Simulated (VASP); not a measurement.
Set up this calculation in VASP 6.6.1, as the native input.

```yaml
Task: single point
Functional: B3LYP
Potentials_or_basis: VASP PAW PBE potentials, release 64 (Pb_d)
Cutoff: 520 eV
k_mesh: 5 × 5 × 5
Occupations: fermi-dirac, width 0.05 eV
Spin: no spin polarisation
Dipole_correction: no
Grid_for_exact_exchange_PRECFOCK: Normal
Further_INCAR_settings: ALGO = Normal; EDIFF = 1e-06; NBANDS = 13
```

Pb:

```
Pb
1.0
    -1.97966    1.97966    1.97966
     1.97966   -1.97966    1.97966
     1.97966    1.97966   -1.97966
Pb
1
Direct
  0.00000 0.00000 0.00000
```

The input as run:

POSCAR

```
Pb
1.0
   -1.9796595667      1.9796595667      1.9796595667
    1.9796595667     -1.9796595667      1.9796595667
    1.9796595667      1.9796595667     -1.9796595667
Pb
1
Direct
    0.0000000000      0.0000000000      0.0000000000
```

INCAR.step1

```
SYSTEM = Pb
  ALGO = Normal
  EDIFF = 1E-5
  ENCUT = 520
  GGA = PE
  ISIF = 2
  ISMEAR = -1
  LASPH = .TRUE.
  LREAL = .FALSE.
  LWAVE = .TRUE.
  NBANDS = 13
  NELM = 80
  PREC = Accurate
  SIGMA = 0.05
```

INCAR.step2

```
SYSTEM = Pb
  AEXX = 0.2
  AGGAC = 0.81
  AGGAX = 0.72
  ALDAC = 0.19
  ALGO = Normal
  EDIFF = 1E-6
  ENCUT = 520
  GGA = B3
  ISIF = 2
  ISMEAR = -1
  ISTART = 1
  LASPH = .TRUE.
  LCHARG = .TRUE.
  LELF = .TRUE.
  LHFCALC = .TRUE.
  LREAL = .FALSE.
  LVHAR = .TRUE.
  LWAVE = .FALSE.
  NBANDS = 13
  NELM = 80
  PREC = Accurate
  PRECFOCK = Normal
  SIGMA = 0.05
```

KPOINTS

```
k-points
0
G
  5 5 5
  0 0 0
```

Potentials or basis: VASP PAW PBE potentials, release 64 (Pb_d).

Launch:

```bash
$ cat potpaw_PBE.64/Pb_d/POTCAR > POTCAR
$ cp INCAR.step1 INCAR
$ mpirun -np 1 vasp_std > vasp.out
$ cp INCAR.step2 INCAR
$ mpirun -np 1 vasp_std > vasp.out
```

Results of the run:

```json
{
 "Pressure": "4.5 GPa",
 "Band gap on the k mesh": "zero (band 7 reaches 15.44 eV, above the bottom of band 8 at 5.26 eV)"
}
```

Caveat: the k points lie up to 0.45 Å⁻¹ apart; the PAW data sets were made with another functional, which shifts forces and pressure a little; spin-orbit coupling is left out, which moves the levels of the heavy elements.

Wall time 10 min on 1 thread of AMD EPYC 7R13 (shared host), peak memory 0.14 GiB.
